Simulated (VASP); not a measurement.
Write the native input for VASP 6.6.1 that does the following.

```
Task                   : relaxation of cell and atoms
Functional             : PBEsol
Dispersion             : D3(BJ)
Potentials or basis    : VASP PAW PBE potentials, release 64 (Cu_sv_GW)
Cutoff                 : 820 eV
k mesh                 : 10 × 10 × 3
Occupations            : methfessel-paxton, width 0.15 eV
Spin                   : no spin polarisation
Dipole correction      : no
Further INCAR settings : ALGO = Normal; EDIFF = 1e-07; IBRION = 2; EDIFFG = -0.01; NSW = 80; ISIF = 3
```

The structure of Cu lies in POSCAR:

```
Cu
1.0
    2.5307640000      0.0000000000      0.0000000000
   -1.2653820000      2.1917060000      0.0000000000
    0.0000000000      0.0000000000      8.2618150000
Cu
4
Direct
    0.0000000000      0.0000000000      0.0000000000
    0.3333333333      0.6666666667      0.2500000000
    0.0000000000      0.0000000000      0.5000000000
    0.6666666667      0.3333333333      0.7500000000
```

This isn't the form of Cu at room conditions, which is fcc.

The input as run:

INCAR

```
SYSTEM = Cu
ALGO = Normal
EDIFF = 1E-7
EDIFFG = -0.01
ENCUT = 820
GGA = PS
GGA_COMPAT = .False.
IBRION = 2
ISIF = 3
ISMEAR = 1
IVDW = 12
LASPH = .True.
LCHARG = .False.
LREAL = .False.
LWAVE = .False.
NELM = 120
NELMIN = 4
NSW = 80
PREC = Accurate
SIGMA = 0.15
```

KPOINTS

```
k-points
0
Gamma
  10 10 3
  0 0 0
```

Potentials or basis: VASP PAW PBE potentials, release 64 (Cu_sv_GW).

Run with:

```bash
$ cat potpaw_PBE.64/Cu_sv_GW/POTCAR > POTCAR
$ mpirun -np 1 vasp_std > vasp.out
```

It gave:

- Relaxed volume: 10.78 Å³/atom
- Relaxed cell: a = 2.484 Å, b = 2.484 Å, c = 8.070 Å, α = 90.00°, β = 90.00°, γ = 120.00°
- Space group after relaxing (to 0.1 Å): P6_3/mmc (No. 194)
- Energy gained by relaxing: 24.2 meV/atom
- Ionic steps: 7
- Pressure after relaxing: 0.1 GPa
- Band gap on the k mesh: zero (bands 38 and 39 overlap by 4.92 eV)
- Dispersion energy per atom: -0.575 eV

Caveat: the PAW data sets were made with another functional, which shifts forces and pressure a little.

Wall time 18 min on 1 thread of AMD EPYC 7R43 64-Core Processor (Zen 3) (shared host), peak memory 0.27 GiB.
